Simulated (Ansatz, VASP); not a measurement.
# WS2: VASP beside Ansatz

POSCAR

```
WS2
1.0
    3.0819267760      0.0000000000      0.0000000000
   -1.5409633880      2.6690268806      0.0000000000
    0.0000000000      0.0000000000     25.2421417328
W S
2 4
Direct
    0.3333333333      0.6666666667      0.6379434935
    0.6666666667      0.3333333333      0.3620565065
    0.3333333333      0.6666666667      0.2962425097
    0.6666666667      0.3333333333      0.5721038223
    0.3333333333      0.6666666667      0.4278961777
    0.6666666667      0.3333333333      0.7037574903
```

Contents of INCAR.step1:

```
SYSTEM = WS2
PREC = Accurate
ENCUT = 520
ISMEAR = 0
SIGMA = 0.05
LREAL = .False.
LASPH = .True.
NELM = 60
NBANDS = 35
GGA = PE
ALGO = Normal
EDIFF = 1E-4
LWAVE = .True.
LCHARG = .False.
```

INCAR.step2

```
SYSTEM = WS2
PREC = Accurate
ENCUT = 520
EDIFF = 1E-7
ISMEAR = 0
SIGMA = 0.05
LREAL = .False.
LASPH = .True.
NELM = 60
ALGO = Normal
ISIF = 2
LWAVE = .False.
LCHARG = .False.
METAGGA = R2SCAN
LMIXTAU = .True.
NBANDS = 35
ISTART = 1
```

KPOINTS

```
Automatic mesh
0
Gamma
  12 12 2
  0 0 0
```

Input for Ansatz:

```yaml
crystal:
  lattice:
    - [3.081926776, 0.0, 0.0]
    - [-1.540963388, 2.6690268806, 0.0]
    - [0.0, 0.0, 25.2421417328]
  atoms:
    - { symbol: W, position: [0.3333333333, 0.6666666667, 0.6379434935] }
    - { symbol: W, position: [0.6666666667, 0.3333333333, 0.3620565065] }
    - { symbol: S, position: [0.3333333333, 0.6666666667, 0.2962425097] }
    - { symbol: S, position: [0.6666666667, 0.3333333333, 0.5721038223] }
    - { symbol: S, position: [0.3333333333, 0.6666666667, 0.4278961777] }
    - { symbol: S, position: [0.6666666667, 0.3333333333, 0.7037574903] }
basis:
  ecutwfc: 500
kpoints:
  mp_grid: { grid: [12, 12, 2] }
hamiltonian:
  xc: r2scan
scf:
  occupations: { method: gaussian, width: 0.05 }
output:
  forces: true
  stress: true
  eigenvalues: true
```

Alike in both runs: task single point; functional r2SCAN; k mesh 12 × 12 × 2; occupations gaussian, width 0.05 eV; no spin polarisation.

|  | VASP | Ansatz |
| --- | --- | --- |
| version | VASP 6.6.1 | Ansatz 0.2.0 |
| potentials or method | VASP PAW PBE potentials, release 64 (W_sv, S), cutoff 520 eV | scalar-relativistic, plane waves, PAW |
| valence electrons in the cell | 52 | 52 |

|  | VASP | Ansatz | Ansatz less VASP |
| --- | --- | --- | --- |
| gap on the k mesh at the Fermi level (eV) | 1.62 | 1.63 | +0.005 |
| least direct gap on the mesh (eV) | 2.53 | 2.53 | -0.001 |
| rms of the force components (eV/Å) | 0.604 | 0.615 | +0.0105 |

VASP's potentials were made for PBE, not for r2SCAN. Atom by atom the forces differ by 0.010 eV/Å (rms over components).

Neither program's run includes spin-orbit coupling.
